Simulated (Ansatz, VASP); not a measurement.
# Two plane-wave programs on In4BiP3

The input POSCAR:

```
In4BiP3
1.0
    6.1773338330      0.0000000000      0.0000000000
    0.0000000000      6.1773338330      0.0000000000
    0.0000000000      0.0000000000      6.1773338330
P In Bi
3 4 1
Direct
    0.5000000000      0.0000000000      0.0000000000
    0.0000000000      0.5000000000      0.0000000000
    0.0000000000      0.0000000000      0.5000000000
    0.2352676136      0.7647323864      0.7647323864
    0.7647323864      0.2352676136      0.7647323864
    0.7647323864      0.7647323864      0.2352676136
    0.2352676136      0.2352676136      0.2352676136
    0.5000000000      0.5000000000      0.5000000000
```

File INCAR.step1:

```
SYSTEM = In4BiP3
  ALGO = Normal
  EDIFF = 1E-4
  ENCUT = 520
  GGA = PE
  ISMEAR = -1
  LASPH = .TRUE.
  LCHARG = .FALSE.
  LREAL = .FALSE.
  LWAVE = .TRUE.
  NBANDS = 51
  NELM = 80
  PREC = Accurate
  SIGMA = 0.02
```

INCAR.step2

```
SYSTEM = In4BiP3
  ALGO = Normal
  EDIFF = 1E-6
  ENCUT = 520
  ISIF = 2
  ISMEAR = -1
  ISTART = 1
  LASPH = .TRUE.
  LCHARG = .FALSE.
  LMIXTAU = .TRUE.
  LREAL = .FALSE.
  LWAVE = .FALSE.
  METAGGA = R2SCAN
  NBANDS = 51
  NELM = 80
  PREC = Accurate
  SIGMA = 0.02
```

File KPOINTS:

```
k-points
0
G
  4 4 4
  0 0 0
```

Input for Ansatz:

```yaml
crystal:
  lattice:
    - [6.177333833, 0.0, 0.0]
    - [0.0, 6.177333833, 0.0]
    - [0.0, 0.0, 6.177333833]
  atoms:
    - { symbol: P, position: [0.5, 0.0, 0.0] }
    - { symbol: In, position: [0.2352676136, 0.7647323864, 0.7647323864] }
    - { symbol: P, position: [0.0, 0.5, 0.0] }
    - { symbol: In, position: [0.7647323864, 0.2352676136, 0.7647323864] }
    - { symbol: P, position: [0.0, 0.0, 0.5] }
    - { symbol: In, position: [0.7647323864, 0.7647323864, 0.2352676136] }
    - { symbol: Bi, position: [0.5, 0.5, 0.5] }
    - { symbol: In, position: [0.2352676136, 0.2352676136, 0.2352676136] }
kpoints:
  mp_grid: { grid: [4, 4, 4] }
hamiltonian:
  xc: r2scan
scf:
  occupations: { method: fermi_dirac, width: 0.02 }
  n_extra_bands: 6
output:
  forces: true
  stress: true
  eigenvalues: true
```

Alike in both runs: task single point; functional r2SCAN; k mesh 4 × 4 × 4; occupations fermi-dirac, width 0.02 eV; no spin polarisation.

|  | VASP | Ansatz |
| --- | --- | --- |
| version | VASP 6.6.1 | Ansatz 0.2.0 |
| potentials or method | VASP PAW PBE potentials, release 64 (P, In_d, Bi_d) | plane waves, PAW |
| plane-wave cutoff (eV) | 520 | 500 |
| valence electrons in the cell | 82 | 82 |

|  | VASP | Ansatz | Ansatz less VASP |
| --- | --- | --- | --- |
| pressure (GPa) | -1.7 | -1.6 | +0.08 |
| rms of the force components (eV/Å) | 0.014 | 0.014 | -0.0003 |

VASP's potentials were made for PBE, not for r2SCAN. The functional is the same, so the differences come from potentials, cutoffs and numerics.

Spin-orbit coupling is off throughout.
